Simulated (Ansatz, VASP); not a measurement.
**WS2 in VASP and in Ansatz**

```xyz
9
Lattice="3.1538 0.0000 0.0000 -1.5769 2.7313 0.0000 0.0000 0.0000 30.2931" Properties=species:S:1:pos:R:3 pbc="T T T"
S     1.5769    0.9104    7.4811
S     1.5769    0.9104   10.6358
S     0.0000    1.8208   13.5719
S     0.0000    1.8208   16.7214
S     1.5769    0.9104   19.6572
S     1.5769    0.9104   22.8120
W     0.0000    1.8208    9.0597
W     1.5769    0.9104   15.1467
W     0.0000    1.8208   21.2333
```

Alike in both runs: functional PBE; dispersion D3(BJ); k mesh 9 × 9 × 1; occupations gaussian, width 0.05 eV; no spin polarisation.

Ansatz relaxed the structure, and its values are those at the end. VASP's run is a single point on that final structure, the one shown.

```csv
,VASP,Ansatz
version,VASP 6.6.1,Ansatz 0.2.0
potentials or method,"VASP PAW PBE potentials, release 64 (S, W_sv), cutoff 520 eV","scalar-relativistic, plane waves, PAW"
valence electrons in the cell,78,78
```

```tsv
	VASP	Ansatz	Ansatz less VASP
gap on the k mesh at the Fermi level (eV)	1.26	1.24	-0.015
least direct gap on the mesh (eV)	1.86	1.86	-0.002
rms of the force components (eV/Å)	0.006	0.007	+0.0005
```

Ansatz's warnings: xc potential rough in thin density.

Neither program's run includes spin-orbit coupling.
